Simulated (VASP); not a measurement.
# Sb in VASP: single point with PBE+D3(BJ)

Aim: the single point of Sb with PBE+D3(BJ).

Program: VASP 6.6.1. These are calculated values, not measurements. Logs are shortened: lines on timing, memory, paths and dates and some standing lists are left out, and cuts for length are marked.

## (1) The cell of the first run

The cell holds a slab with vacuum, 4 atoms: a = 4.069 Å, b = 4.069 Å, c = 20.800 Å, α = 90.00°, β = 90.00°, γ = 120.00°.

## (2) Single point, PBE+D3(BJ)

INCAR

```
SYSTEM = Sb
PREC = Accurate
ENCUT = 520
EDIFF = 1E-6
ISMEAR = 0
SIGMA = 0.05
LREAL = .FALSE.
LASPH = .TRUE.
NELM = 60
ALGO = Normal
ISIF = 2
LWAVE = .FALSE.
LCHARG = .FALSE.
LDIPOL = .TRUE.
IDIPOL = 3
DIPOL = 0.5 0.5 0.362
GGA = PE
IVDW = 12
NBANDS = 18
```

KPOINTS

```
regular mesh
0
G
  9 9 1
  0 0 0
```

POSCAR

```
Sb
1.0
    4.0686848921      0.0000000000      0.0000000000
   -2.0343424461      3.5235844766      0.0000000000
    0.0000000000      0.0000000000     20.8000277116
Sb
4
Direct
    0.3333333333      0.6666666667      0.2960965464
    0.6666666667      0.3333333333      0.2163458656
    1.0000000000      1.0000000000      0.5065209959
    0.6666666667      1.3333333333      0.4273220031
```

Potentials or basis: VASP PAW PBE potentials, release 64 (Sb).

Run with:

```console
> cat potpaw_PBE.64/Sb/POTCAR > POTCAR
> mpirun -np 1 vasp_std > vasp.out
```

OUTCAR:

```text
SYSTEM = Sb
   PREC = Accurate
   ENCUT = 520
   EDIFF = 1E-6
   ISMEAR = 0
   LREAL = .FALSE.
   LASPH = .TRUE.
   NELM = 60
   ISIF = 2
   GGA = PE
   IVDW = 12
 IVDW          = 12

 ion  position               nearest neighbor table
   1  0.333  0.667  0.296-   2 2.88   2 2.88   2 2.88   4 3.60   4 3.60   4 3.60
   2  0.667  0.333  0.216-   1 2.88   1 2.88   1 2.88
   3  0.000  0.000  0.507-   4 2.87   4 2.87   4 2.87
   4  0.667  0.333  0.427-   3 2.87   3 2.87   3 2.87   1 3.60   1 3.60   1 3.60

  LATTYP: Found a hexagonal cell.
 ALAT       =     4.0686848921
 C/A-ratio  =     5.1122237930

  Lattice vectors:

 A1 = (   4.0686848921,   0.0000000000,   0.0000000000)
 A2 = (  -2.0343424461,   3.5235844766,   0.0000000000)
 A3 = (   0.0000000000,   0.0000000000,  20.8000277116)

Analysis of symmetry for initial positions (statically):
=====================================================================
 Subroutine PRICEL returns:
 Original cell was already a primitive cell.

 Routine SETGRP: Setting up the symmetry group for a
 hexagonal supercell.

 Subroutine GETGRP returns: Found  6 space group operations
 (whereof  6 operations were pure point group operations)
 out of a pool of 24 trial point group operations.

The static configuration has the point symmetry C_3v.

Analysis of symmetry for dynamics (positions and initial velocities):
=====================================================================
 Subroutine PRICEL returns:
 Original cell was already a primitive cell.

 Routine SETGRP: Setting up the symmetry group for a
 hexagonal supercell.

 Subroutine GETGRP returns: Found  6 space group operations
 (whereof  6 operations were pure point group operations)
 out of a pool of 24 trial point group operations.

The dynamic configuration has the point symmetry C_3v.

 Subroutine INISYM returns: Found  6 space group operations
 (whereof  6 operations are pure point group operations),
 and found     1 'primitive' translations

----------------------------------------------------------------------------------------

                                     Primitive cell

  volume of cell :     298.1966

  direct lattice vectors                    reciprocal lattice vectors
     4.068684892  0.000000000  0.000000000     0.245779663  0.141900954  0.000000000
    -2.034342446  3.523584477  0.000000000     0.000000000  0.283801909  0.000000000
     0.000000000  0.000000000 20.800027712     0.000000000  0.000000000  0.048076859

  length of vectors
     4.068684892  4.068684892 20.800027712     0.283801909  0.283801909  0.048076859

  position of ions in fractional coordinates (direct lattice)
     0.333333333  0.666666667  0.296096546
     0.666666667  0.333333333  0.216345866
     0.000000000  0.000000000  0.506520996
     0.666666667  0.333333333  0.427322003

  ion indices of the primitive-cell ions
   primitive index   ion index
                 1           1
                 2           2
                 3           3
                 4           4

----------------------------------------------------------------------------------------

 KPOINTS: regular mesh

Automatic generation of k-mesh.
 Grid dimensions read from file:
 generate k-points for:    9    9    1

 Generating k-lattice:

  Cartesian coordinates                     Fractional coordinates (reciprocal lattice)
     0.027308851  0.015766773  0.000000000     0.111111111 -0.000000000  0.000000000
     0.000000000  0.031533545  0.000000000     0.000000000  0.111111111  0.000000000
     0.000000000  0.000000000  0.048076859     0.000000000  0.000000000  1.000000000

  Length of vectors
     0.031533545  0.031533545  0.048076859

  Shift w.r.t. Gamma in fractional coordinates (k-lattice)
     0.000000000  0.000000000  0.000000000

 Subroutine IBZKPT returns following result:
 ===========================================

 Found     12 irreducible k-points:

 Following reciprocal coordinates:
            Coordinates               Weight
  0.000000  0.000000  0.000000      1.000000
  0.111111 -0.000000  0.000000      6.000000
  0.222222 -0.000000  0.000000      6.000000
  0.333333 -0.000000  0.000000      6.000000
  0.444444 -0.000000  0.000000      6.000000
  0.111111  0.111111  0.000000      6.000000
  0.222222  0.111111  0.000000     12.000000
  0.333333  0.111111  0.000000     12.000000
  0.444444  0.111111  0.000000      6.000000
  0.222222  0.222222  0.000000      6.000000
  0.333333  0.222222  0.000000     12.000000
  0.333333  0.333333  0.000000      2.000000
   k-points           NKPTS =     12   k-points in BZ     NKDIM =     12   number of bands    NBANDS=     18
   number of dos      NEDOS =    301   number of ions     NIONS =      4
   total plane-waves  NPLWV = 144000
   dimension x,y,z NGX =    30 NGY =   30 NGZ =  160
   dimension x,y,z NGXF=    60 NGYF=   60 NGZF=  320
   ions per type =               4
   NGX,Y,Z   is equivalent  to a cutoff of  12.26, 12.26, 12.79 a.u.
   NGXF,Y,Z  is equivalent  to a cutoff of  24.52, 24.52, 25.58 a.u.
 SYSTEM =  Sb
   PREC   = accura    normal or accurate (medium, high low for compatibility)
   ISTART =      0    job   : 0-new  1-cont  2-samecut
   ICHARG =      2    charge: 1-file 2-atom 10-const
   ISPIN  =      1    spin polarized calculation?
   LNONCOLLINEAR =      F non collinear calculations
   LSORBIT =      F    spin-orbit coupling
   LASPH  =      T    aspherical Exc in radial PAW
   ENCUT  =  520.0 eV  38.22 Ry    6.18 a.u.   7.57  7.57 38.67*2*pi/ulx,y,z
   NELM   =     60;   NELMIN=  2; NELMDL= -5     # of ELM steps
   EDIFF  = 0.1E-05   stopping-criterion for ELM
   LREAL  =      F    real-space projection
   EDIFFG = 0.1E-04   stopping-criterion for IOM
   NSW    =      0    number of steps for IOM
   IBRION =     -1    ionic relax: 0-MD 1-quasi-New 2-CG
   NFREE  =      0    steps in history (QN), initial steepest desc. (CG)
   ISIF   =      2    stress and relaxation
   ISYM   =      2    0-nonsym 1-usesym 2-fastsym
   POTIM  = 0.5000    time-step for ionic-motion
   TEBEG  =    0.0;   TEEND  =   0.0 temperature during run
   PSTRESS=    0.0 pullay stress
   NELECT =      20.0000    total number of electrons
   NUPDOWN=      -1.0000    fix difference up-down
   EMIN   =  10.00;   EMAX   =-10.00  energy-range for DOS
   EFERMI =   0.00;   METHOD = LEGACY
   ISMEAR =     0;   SIGMA  =   0.05  broadening in eV -4-tet -1-fermi 0-gaus
   EFERMI_NEDOS =   21; number of points for ismear=-14 and -15
   IALGO  =     38    algorithm
   IMIX   =      4    mixing-type and parameters
     AMIX     =   0.40;   BMIX     =  1.00
     AMIX_MAG =   1.60;   BMIX_MAG =  1.00
  volume/ion in A,a.u.               =      74.55       503.08
  Fermi-wavevector in a.u.,A,eV,Ry     =   0.665146  1.256945  6.019487  0.442420
  Thomas-Fermi vector in A             =   1.739052
   LORBIT       =      0    0 simple, 1 ext, 2 COOP (PROOUT), +10 PAW based schemes
   GGA     = PE    functional components
   LHFCALC =     F    Hartree Fock is set to
   AEXX    =    0.0000 exact exchange contribution
   IVDW    =    12    specifies the selected vdW correction
   LEPSILON=     F    determine dielectric tensor
   LRPA    =     F    only Hartree local field effects (RPA)
 non-spin polarized calculation
 Gauss-broadening in eV      SIGMA  =   0.05
  energy-cutoff  :      520.00
  volume of cell :      298.20
 maximum number of plane-waves:      8073
   NGX = 15   NGY = 15   NGZ = 77

 dipolmoment           0.000000      0.000000     -0.008698 electrons x Angstroem

 number of electron      20.0000001 magnetization

 dipolmoment           0.000000      0.000000      0.010472 electrons x Angstroem

 Free energy of the ion-electron system (eV)
  ---------------------------------------------------
  ext. energy  EPLUGINS =         0.00000000
  ---------------------------------------------------
  free energy    TOTEN  =       -16.20436726 eV

  energy without entropy =      -16.20434424  energy(sigma->0) =      -16.20435575

 E-fermi :   0.5930     XC(G=0):  -4.5782

 val. band max:        0.4789904330   @ k =   0.1111  -0.0000   0.0000
 cond. band min:       0.7070496257   @ k =   0.3333  -0.0000   0.0000
 fundamental gap:      0.2280591927
 Fermi energy:         0.5930200293

 k-point     1 :       0.0000    0.0000    0.0000
  band No.  band energies     occupation
      1     -11.8929      2.00000
      2     -11.4759      2.00000
      3      -7.4189      2.00000
      4      -5.9168      2.00000
      5      -1.6296      2.00000
      6      -0.3332      2.00000
[... 10 lines left out ...]
     17       4.0933      0.00000
     18       4.2982      0.00000

 k-point     2 :       0.1111   -0.0000    0.0000
  band No.  band energies     occupation
      1     -11.7564      2.00000
      2     -11.3413      2.00000
      3      -7.3560      2.00000
      4      -5.9642      2.00000
      5      -1.7567      2.00000
      6      -1.4217      2.00000
[... 10 lines left out ...]
     17       4.2613      0.00000
     18       4.4859      0.00000

 k-point     3 :       0.2222   -0.0000    0.0000
  band No.  band energies     occupation
      1     -11.3538      2.00000
      2     -10.9466      2.00000
      3      -7.2470      2.00000
      4      -6.2547      2.00000
      5      -3.0251      2.00000
      6      -2.5076      2.00000
[... 10 lines left out ...]
     17       4.6294      0.00000
     18       4.8401      0.00000

 k-point     4 :       0.3333   -0.0000    0.0000
  band No.  band energies     occupation
      1     -10.7172      2.00000
      2     -10.3335      2.00000
      3      -7.4083      2.00000
      4      -6.9919      2.00000
      5      -3.9257      2.00000
      6      -2.9703      2.00000
[... 123 lines left out ...]
      4      -7.3540      2.00000
      5      -3.7402      2.00000
      6      -3.2051      2.00000
[... 10 lines left out ...]
     17       5.4911      0.00000
     18       5.6126      0.00000

 k-point    11 :       0.3333    0.2222    0.0000
  band No.  band energies     occupation
      1      -9.6016      2.00000
      2      -9.3114      2.00000
      3      -8.2151      2.00000
      4      -8.0664      2.00000
      5      -3.7806      2.00000
      6      -3.6913      2.00000
[... 10 lines left out ...]
     17       5.7090      0.00000
     18       6.1173      0.00000

 k-point    12 :       0.3333    0.3333    0.0000
  band No.  band energies     occupation
      1      -8.9177      2.00000
      2      -8.8843      2.00000
      3      -8.6617      2.00000
      4      -8.6360      2.00000
      5      -3.9973      2.00000
      6      -3.9686      2.00000
[... 10 lines left out ...]
     17       6.6896      0.00000
     18       7.1023      0.00000

------------------------ aborting loop because EDIFF is reached ----------------------------------------

 vacuum level on the upper side and lower side of the slab       (xc-potential included)        -0.067        -0.201

 Edisp (eV)   -1.34303

 E8    (eV) :    -0.6483

  FORCE on cell =-STRESS in cart. coord.  units (eV):
  Direction    XX          YY          ZZ          XY          YZ          ZX
  --------------------------------------------------------------------------------------
  -------------------------------------------------------------------------------------
  Total       0.83525     0.83525     0.19136    -0.00000     0.00000     0.00000
  in kB       4.48769     4.48769     1.02814    -0.00000     0.00000     0.00000
  external pressure =        3.33 kB  Pullay stress =        0.00 kB

 VOLUME and BASIS-vectors are now :
 -----------------------------------------------------------------------------
  energy-cutoff  :      520.00
  volume of cell :      298.20
      direct lattice vectors                 reciprocal lattice vectors
     4.068684892  0.000000000  0.000000000     0.245779663  0.141900954  0.000000000
    -2.034342446  3.523584477  0.000000000     0.000000000  0.283801909  0.000000000
     0.000000000  0.000000000 20.800027712     0.000000000  0.000000000  0.048076859

 POSITION                                       TOTAL-FORCE (eV/Angst)
 -----------------------------------------------------------------------------------
     -0.00000      2.34906      6.15882        -0.000000      0.000000      0.082350
      2.03434      1.17453      4.50000         0.000000     -0.000000     -0.071139
      0.00000      0.00000     10.53565         0.000000     -0.000000      0.075936
      2.03434      1.17453      8.88831         0.000000      0.000000     -0.087147
 -----------------------------------------------------------------------------------
    total drift:                                0.000000     -0.000000     -0.000025

  FREE ENERGIE OF THE ION-ELECTRON SYSTEM (eV)
  ---------------------------------------------------
  free  energy   TOTEN  =       -17.5473973578 eV

  energy  without entropy=      -17.5473743285  energy(sigma->0) =      -17.54738584

 vacuum level on the upper side and lower side of the slab         4.578         4.442
```

Wall time 2.1 min (1 thread of Intel Xeon 6975P-C (Granite Rapids), shared host); peak memory 0.37 GiB.

Results:

```
Free energy                : -17.5474 eV
Largest force              : 0.087 eV/Å
Band gap on the k mesh     : 0.23 eV, indirect (least direct gap 1.22 eV)
Dispersion energy per atom : -0.336 eV
```

Forces on the atoms (eV/Å):
```
Sb   0.000  0.000  0.082
Sb   0.000  0.000 -0.071
Sb   0.000  0.000  0.076
Sb   0.000  0.000 -0.087
```

Caveat: spin-orbit coupling is left out, which moves the levels of the heavy elements.
